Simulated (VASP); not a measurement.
# TiC (I4mm) in VASP: single point with PBE

Aim: the single point of TiC with PBE.

All numbers are computed with VASP 6.6.1; they aren't measurements. Logs are shortened: lines on timing, memory, paths and dates and some standing lists are left out, and cuts for length are marked.

## Step 1: The cell of the first run

The structure is tetragonal, space group I4mm (No. 107). The conventional cell has a = 3.064 Å, b = 3.064 Å, c = 4.333 Å, α = 90.00°, β = 90.00°, γ = 90.00°. Within 2.8 Å of Ti (site symmetry 4mm) lie 6 C at 2.10 to 2.23 Å. Within 2.8 Å of C (site symmetry 4mm) lie 6 Ti at 2.10 to 2.23 Å.

## Step 2: Single point, PBE (all C atoms moved +0.062 Å, as atom 2 along Cartesian [0 0 1])

Contents of INCAR:

```
ALGO     = Normal         # electronic algorithm
EDIFF    = 1E-7           # SCF threshold, eV
ENCUT    = 520            # plane-wave cutoff, eV
GGA      = PE             # functional
ISIF     = 2              # what is computed and relaxed
ISMEAR   = 0              # smearing method
LASPH    = T              # aspherical terms in the spheres
LCHARG   = F              # write CHGCAR
LREAL    = F              # projectors in reciprocal space
LWAVE    = F              # write WAVECAR
NBANDS   = 15             # bands
NELM     = 100            # most SCF steps
PREC     = Accurate       # precision mode
SIGMA    = 0.15           # smearing width, eV
```

Contents of KPOINTS:

```
k-points
0
Gamma
  24 24 24
```

Contents of POSCAR:

```
TiC
1.0
    0.0000000000      2.1664615241      2.1664615241
    2.1664615241      0.0000000000      2.1664615241
    2.1664615241      2.1664615241      0.0000000000
Ti C
1 1
Direct
    0.0000000000      0.0000000000      0.0000000000
    0.5144244426      0.5144244426      0.4855755574
```

Potentials or basis: VASP PAW PBE potentials, release 64 (Ti_sv, C).

Command:

```
$ cat potpaw_PBE.64/Ti_sv/POTCAR potpaw_PBE.64/C/POTCAR > POTCAR
$ mpirun -np 1 vasp_std > vasp.out
```

OUTCAR:

```text
EDIFF = 1E-7
   ENCUT = 520
   GGA = PE
   ISIF = 2
   ISMEAR = 0
   LASPH = T
   LREAL = F
   NELM = 100
   PREC = Accurate

 ion  position               nearest neighbor table
   1  0.000  0.000  0.000-   2 2.10   2 2.17   2 2.17   2 2.17   2 2.17   2 2.23
   2  0.514  0.514  0.486-   1 2.10   1 2.17   1 2.17   1 2.17   1 2.17   1 2.23

  LATTYP: Found a face centered cubic cell.
 ALAT       =     4.3329230482

  Lattice vectors:

 A1 = (   0.0000000000,   2.1664615241,   2.1664615241)
 A2 = (   2.1664615241,   0.0000000000,   2.1664615241)
 A3 = (   2.1664615241,   2.1664615241,   0.0000000000)

Analysis of symmetry for initial positions (statically):
=====================================================================
 Subroutine PRICEL returns:
 Original cell was already a primitive cell.

 Routine SETGRP: Setting up the symmetry group for a
 face centered cubic supercell.

 Subroutine GETGRP returns: Found  8 space group operations
 (whereof  8 operations were pure point group operations)
 out of a pool of 48 trial point group operations.

The static configuration has the point symmetry C_4v.

Analysis of symmetry for dynamics (positions and initial velocities):
=====================================================================
 Subroutine PRICEL returns:
 Original cell was already a primitive cell.

 Routine SETGRP: Setting up the symmetry group for a
 face centered cubic supercell.

 Subroutine GETGRP returns: Found  8 space group operations
 (whereof  8 operations were pure point group operations)
 out of a pool of 48 trial point group operations.

The dynamic configuration has the point symmetry C_4v.

 Subroutine INISYM returns: Found  8 space group operations
 (whereof  8 operations are pure point group operations),
 and found     1 'primitive' translations

----------------------------------------------------------------------------------------

                                     Primitive cell

  volume of cell :      20.3368

  direct lattice vectors                    reciprocal lattice vectors
     0.000000000  2.166461524  2.166461524    -0.230791082  0.230791082  0.230791082
     2.166461524  0.000000000  2.166461524     0.230791082 -0.230791082  0.230791082
     2.166461524  2.166461524  0.000000000     0.230791082  0.230791082 -0.230791082

  length of vectors
     3.063839270  3.063839270  3.063839270     0.399741881  0.399741881  0.399741881

  position of ions in fractional coordinates (direct lattice)
     0.000000000  0.000000000  0.000000000
     0.514424443  0.514424443  0.485575557

  ion indices of the primitive-cell ions
   primitive index   ion index
                 1           1
                 2           2

----------------------------------------------------------------------------------------

 KPOINTS: k-points

Automatic generation of k-mesh.
 Grid dimensions read from file:
 generate k-points for:   24   24   24

 Generating k-lattice:

  Cartesian coordinates                     Fractional coordinates (reciprocal lattice)
    -0.009616295  0.009616295  0.009616295     0.041666667  0.000000000  0.000000000
     0.009616295 -0.009616295  0.009616295     0.000000000  0.041666667  0.000000000
     0.009616295  0.009616295 -0.009616295     0.000000000  0.000000000  0.041666667

  Length of vectors
     0.016655912  0.016655912  0.016655912

  Shift w.r.t. Gamma in fractional coordinates (k-lattice)
     0.000000000  0.000000000  0.000000000

 Subroutine IBZKPT returns following result:
 ===========================================

 Found   1063 irreducible k-points:

 Following reciprocal coordinates:
            Coordinates               Weight
  0.000000  0.000000  0.000000      1.000000
  0.041667  0.000000  0.000000      8.000000
  0.083333  0.000000  0.000000      8.000000
  0.125000  0.000000  0.000000      8.000000
  0.166667  0.000000  0.000000      8.000000
  0.208333  0.000000  0.000000      8.000000
[... 16 lines left out ...]
  0.000000  0.208333  0.041667     16.000000
  0.250000  0.041667  0.000000      8.000000
 [... further k-points ...]
   k-points           NKPTS =   1063   k-points in BZ     NKDIM =   1063   number of bands    NBANDS=     15
   number of dos      NEDOS =    301   number of ions     NIONS =      2
   total plane-waves  NPLWV =  13824
   dimension x,y,z NGX =    24 NGY =   24 NGZ =   24
   dimension x,y,z NGXF=    48 NGYF=   48 NGZF=   48
   ions per type =               1   1
   NGX,Y,Z   is equivalent  to a cutoff of  13.02, 13.02, 13.02 a.u.
   NGXF,Y,Z  is equivalent  to a cutoff of  26.05, 26.05, 26.05 a.u.
 SYSTEM =  unknown system
   PREC   = accura    normal or accurate (medium, high low for compatibility)
   ISTART =      0    job   : 0-new  1-cont  2-samecut
   ICHARG =      2    charge: 1-file 2-atom 10-const
   ISPIN  =      1    spin polarized calculation?
   LNONCOLLINEAR =      F non collinear calculations
   LSORBIT =      F    spin-orbit coupling
   LASPH  =      T    aspherical Exc in radial PAW
   ENCUT  =  520.0 eV  38.22 Ry    6.18 a.u.   5.70  5.70  5.70*2*pi/ulx,y,z
   NELM   =    100;   NELMIN=  2; NELMDL= -5     # of ELM steps
   EDIFF  = 0.1E-06   stopping-criterion for ELM
   LREAL  =      F    real-space projection
   EDIFFG = 0.1E-05   stopping-criterion for IOM
   NSW    =      0    number of steps for IOM
   IBRION =     -1    ionic relax: 0-MD 1-quasi-New 2-CG
   NFREE  =      0    steps in history (QN), initial steepest desc. (CG)
   ISIF   =      2    stress and relaxation
   ISYM   =      2    0-nonsym 1-usesym 2-fastsym
   POTIM  = 0.5000    time-step for ionic-motion
   TEBEG  =    0.0;   TEEND  =   0.0 temperature during run
   PSTRESS=    0.0 pullay stress
   NELECT =      16.0000    total number of electrons
   NUPDOWN=      -1.0000    fix difference up-down
   EMIN   =  10.00;   EMAX   =-10.00  energy-range for DOS
   EFERMI =   0.00;   METHOD = LEGACY
   ISMEAR =     0;   SIGMA  =   0.15  broadening in eV -4-tet -1-fermi 0-gaus
   EFERMI_NEDOS =   21; number of points for ismear=-14 and -15
   IALGO  =     38    algorithm
   IMIX   =      4    mixing-type and parameters
     AMIX     =   0.40;   BMIX     =  1.00
     AMIX_MAG =   1.60;   BMIX_MAG =  1.00
  volume/ion in A,a.u.               =      10.17        68.62
  Fermi-wavevector in a.u.,A,eV,Ry     =   1.511311  2.855964 31.076536  2.284061
  Thomas-Fermi vector in A             =   2.621385
   LORBIT       =      0    0 simple, 1 ext, 2 COOP (PROOUT), +10 PAW based schemes
   GGA     = PE    functional components
   LHFCALC =     F    Hartree Fock is set to
   AEXX    =    0.0000 exact exchange contribution
   IVDW    =     0    specifies the selected vdW correction
   LEPSILON=     F    determine dielectric tensor
   LRPA    =     F    only Hartree local field effects (RPA)
 non-spin polarized calculation
 Gauss-broadening in eV      SIGMA  =   0.15
  energy-cutoff  :      520.00
  volume of cell :       20.34
 maximum number of plane-waves:       568
   NGX = 11   NGY = 11   NGZ = 11

 number of electron      16.0000000 magnetization

 Free energy of the ion-electron system (eV)
  ---------------------------------------------------
  ext. energy  EPLUGINS =         0.00000000
  ---------------------------------------------------
  free energy    TOTEN  =       -18.69292352 eV

  energy without entropy =      -18.68969017  energy(sigma->0) =      -18.69130685

 E-fermi :   9.4187     XC(G=0): -12.6905

 val. band max:        9.4146447095   @ k =   0.0000   0.1250   0.1250
 cond. band min:       9.4222574359   @ k =   0.5000   0.4583   0.0000
 fundamental gap:      0.0076127264
 Fermi energy:         9.4186570486

 k-point     1 :       0.0000    0.0000    0.0000
  band No.  band energies     occupation
      1     -47.1911      2.00000
      2     -23.2170      2.00000
      3     -23.2170      2.00000
      4     -23.2151      2.00000
      5      -2.9883      2.00000
      6       9.9623      0.00000
      7       9.9623      0.00000
      8      10.0931      0.00000
      9      10.5612      0.00000
     10      11.1110      0.00000
     11      11.2188      0.00000
     12      11.2188      0.00000
     13      11.6585      0.00000
     14      19.8496      0.00000
     15      23.4120      0.00000

 k-point     2 :       0.0417    0.0000    0.0000
  band No.  band energies     occupation
      1     -47.1899      2.00000
      2     -23.2253      2.00000
      3     -23.2178      2.00000
      4     -23.2164      2.00000
      5      -2.9489      2.00000
      6       9.7223      0.00419
      7       9.8914      0.00001
      8      10.0548      0.00000
      9      10.4402      0.00000
     10      10.6528      0.00000
     11      11.2309      0.00000
     12      11.8051      0.00000
     13      12.0099      0.00000
     14      19.9230      0.00000
     15      23.4308      0.00000

 k-point     3 :       0.0833    0.0000    0.0000
  band No.  band energies     occupation
      1     -47.1863      2.00000
      2     -23.2508      2.00000
      3     -23.2203      2.00000
      4     -23.2189      2.00000
      5      -2.8319      2.00000
      6       9.2322      1.92118
      7       9.5678      0.15963
      8       9.7181      0.00476
      9      10.3792      0.00000
     10      10.4634      0.00000
     11      11.4171      0.00000
     12      12.4873      0.00000
     13      12.6162      0.00000
     14      20.1253      0.00000
     15      23.4657      0.00000
[... 343 lines left out ...]
 k-point    23 :       0.0000    0.2083    0.0417
  band No.  band energies     occupation
      1     -47.1664      2.00000
      2     -23.3848      2.00000
      3     -23.2397      2.00000
      4     -23.2309      2.00000
      5      -2.1439      2.00000
      6       7.4776      2.00000
      7       8.1588      2.00000
      8       8.4333      2.00000
      9      10.6332      0.00000
     10      11.0117      0.00000
     11      12.0251      0.00000
     12      14.0488      0.00000
     13      14.7175      0.00000
     14      20.7925      0.00000
     15      23.4668      0.00000

 k-point    24 :       0.2500    0.0417    0.0000
  band No.  band energies     occupation
      1     -47.1573      2.00000
      2     -23.4472      2.00000
      3     -23.2471      2.00000
      4     -23.2361      2.00000
      5      -1.7883      2.00000
      6       6.8197      2.00000
      7       7.7467      2.00000
      8       7.9533      2.00000
      9      10.8735      0.00000
     10      11.2534      0.00000
     11      12.2354      0.00000
     12      14.6614      0.00000
     13      15.3910      0.00000
     14      20.6576      0.00000
     15      23.6314      0.00000

 [... further k-points ...]

------------------------ aborting loop because EDIFF is reached ----------------------------------------

  FORCE on cell =-STRESS in cart. coord.  units (eV):
  Direction    XX          YY          ZZ          XY          YZ          ZX
  --------------------------------------------------------------------------------------
  -------------------------------------------------------------------------------------
  Total        0.0412220      0.0412220      0.1755267      0.0000000      0.0000000      0.0000000
  in kB        3.2475527      3.2475527     13.8283621      0.0000000      0.0000000      0.0000000
  external PRESSURE =       6.7744891 kB  Pullay stress =       0.0000000 kB

 VOLUME and BASIS-vectors are now :
 -----------------------------------------------------------------------------
  energy-cutoff  :      520.00
  volume of cell :       20.34
      direct lattice vectors                 reciprocal lattice vectors
     0.000000000  2.166461524  2.166461524    -0.230791082  0.230791082  0.230791082
     2.166461524  0.000000000  2.166461524     0.230791082 -0.230791082  0.230791082
     2.166461524  2.166461524  0.000000000     0.230791082  0.230791082 -0.230791082

 POSITION                                       TOTAL-FORCE (eV/Angst)
 -----------------------------------------------------------------------------------
      0.00000      0.00000      0.00000         0.000000      0.000000      0.573465
      2.16646      2.16646      2.22896         0.000000      0.000000     -0.573465
 -----------------------------------------------------------------------------------
    total drift:                                0.000000      0.000000      0.000039

  FREE ENERGIE OF THE ION-ELECTRON SYSTEM (eV)
  ---------------------------------------------------
  free  energy   TOTEN  =       -18.6929235241 eV

  energy  without entropy=      -18.6896901746  energy(sigma->0) =      -18.69130685
```

It took 7.4 min on 1 thread of Intel Xeon 8259CL, shared host; peak memory 0.43 GiB.

Results:

| Quantity | Value |
| --- | --- |
| Free energy | -18.6929 eV |
| Pressure | 0.7 GPa |
| Largest force | 0.573 eV/Å |
| Band gap on the k mesh | zero (bands 8 and 9 overlap by 1.11 eV) |

Forces on the atoms (eV/Å):
```
Ti   0.000  0.000  0.573
C    0.000  0.000 -0.573
```

Caveat: the cell differs from its parent crystal (all C atoms moved +0.062 Å, as atom 2 along Cartesian [0 0 1]).
